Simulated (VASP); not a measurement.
**CoO: electric field gradients with PBEsol**

Crystal: CoO.

```xyz
2
Lattice="0.0000 2.1027 2.1027 2.1027 0.0000 2.1027 2.1027 2.1027 0.0000" Properties=species:S:1:pos:R:3 pbc="T T T"
Co    0.0000    0.0000    0.0000
O     2.1027    2.1027    2.1027
```

This cell differs from its parent crystal: volume scaled by 0.96.

- Program: VASP 6.6.1
- Task: electric field gradients
- Functional: PBEsol
- Potentials or basis: VASP PAW PBE potentials, release 64 (Co, O)
- Cutoff: 520 eV
- k mesh: 16 × 16 × 16
- Occupations: fermi-dirac, width 0.05 eV
- Spin: collinear spin, ferromagnetic start
- Starting moments: [2.0, 0.0] μB
- Dipole correction: no
- Further INCAR settings: ALGO = Normal; EDIFF = 1e-08; NBANDS = 18

- Pressure: -5.2 GPa
- Net moment: 2.82 μB per cell
- Site moments: Co +2.48; O +0.29 μB
- Valence electrons inside the program's atomic spheres: Co 7.88; O 4.97

Levels at points of the mesh, in eV from the Fermi level:
Spin up:
```
           k point  band 7  band 8  band 9  band 10  band 11  band 12
(0.00, 0.00, 0.00)   -3.15   -3.15   -3.15     1.05    16.68    18.22
(0.50, 0.00, 0.00)   -1.79    0.19    0.19     4.93     9.55    13.48
(0.50, 0.50, 0.00)   -2.30   -2.05   -2.05     5.96     9.86    11.65
```
Spin down:
| k point | band 2 | band 3 | band 4 | band 5 | band 6 | band 7 | band 8 | band 9 | band 10 | band 11 |
| --- | --- | --- | --- | --- | --- | --- | --- | --- | --- | --- |
| (0.00, 0.00, 0.00) | -2.83 | -2.83 | -2.83 | -1.19 | -1.19 | -1.19 | -0.20 | -0.20 | 1.58 | 16.64 |
| (0.50, 0.00, 0.00) | -8.07 | -5.03 | -5.03 | -0.14 | -0.14 | 0.18 | 2.63 | 2.63 | 5.23 | 10.32 |
| (0.50, 0.50, 0.00) | -6.84 | -4.15 | -4.15 | -2.44 | 0.15 | 0.15 | 0.30 | 0.85 | 6.77 | 10.34 |

Wall time 76 s on 1 thread of Intel(R) Xeon(R) Platinum 8488C (Sapphire Rapids) (shared host), peak memory 0.21 GiB.

Caveat: without QUAD_EFG the Cq values of the log hold for a quadrupole moment of 1 mb, not for the nuclei; the PAW data sets were made with another functional, which shifts forces and pressure a little; a cell with one magnetic atom can't hold antiferromagnetic order, which such compounds often take; semilocal functionals often make such compounds metallic where correlation or magnetic order opens a gap, which also shifts bond lengths.
